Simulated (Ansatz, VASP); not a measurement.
## Two plane-wave programs on MgO

File POSCAR:

```
MgO
1.0
    0.0000000000      2.1351500000      2.1351500000
    2.1351500000      0.0000000000      2.1351500000
    2.1351500000      2.1351500000      0.0000000000
Mg O
1 1
Direct
    0.0000000000      0.0000000000      0.0000000000
    0.5000000000      0.5000000000      0.5000000000
```

Contents of INCAR.step1:

```
ALGO = Normal
EDIFF = 1E-4
ENCUT = 520
GGA = PE
ISMEAR = 0
LASPH = True
LCHARG = False
LREAL = False
LWAVE = True
NBANDS = 11
NELM = 100
PREC = Accurate
SIGMA = 0.05
```

INCAR.step2

```
ALGO = Normal
EDIFF = 1E-7
ENCUT = 520
ISIF = 2
ISMEAR = 0
ISTART = 1
LASPH = True
LCHARG = False
LMIXTAU = True
LREAL = False
LWAVE = False
METAGGA = R2SCAN
NBANDS = 11
NELM = 100
PREC = Accurate
SIGMA = 0.05
```

Contents of KPOINTS:

```
k-points
0
Gamma
  10 10 10
```

Input for Ansatz:

```yaml
crystal:
  lattice:
    - [0.0, 2.13515, 2.13515]
    - [2.13515, 0.0, 2.13515]
    - [2.13515, 2.13515, 0.0]
  atoms:
    - { symbol: Mg, position: [0.0, 0.0, 0.0] }
    - { symbol: O, position: [0.5, 0.5, 0.5] }
basis:
  ecutwfc: 500
kpoints:
  mp_grid: { grid: [10, 10, 10] }
hamiltonian:
  xc: r2scan
scf:
  occupations: { method: gaussian, width: 0.05 }
output:
  forces: true
  stress: true
  eigenvalues: true
```

Alike in both runs: task single point; functional r2SCAN; k mesh 10 × 10 × 10; occupations gaussian, width 0.05 eV; no spin polarisation.

```csv
,VASP,Ansatz
version,VASP 6.6.1,Ansatz 0.2.0
potentials or method,"VASP PAW PBE potentials, release 64 (Mg, O), cutoff 520 eV","scalar-relativistic, plane waves, PAW"
valence electrons in the cell,8,16
```

```csv
,VASP,Ansatz,Ansatz less VASP
gap on the k mesh at the Fermi level (eV),5.20,5.22,+0.025
least direct gap on the mesh (eV),5.20,5.22,+0.025
pressure (GPa),-8.2,-7.1,+1.12
```

VASP's potentials were made for PBE, not for r2SCAN. With one functional, cell and mesh, what is left measures potentials, basis and numerics. VASP's potentials hold 8 valence electrons a cell and Ansatz's 16, so a difference there can come from the potentials and not from the codes.
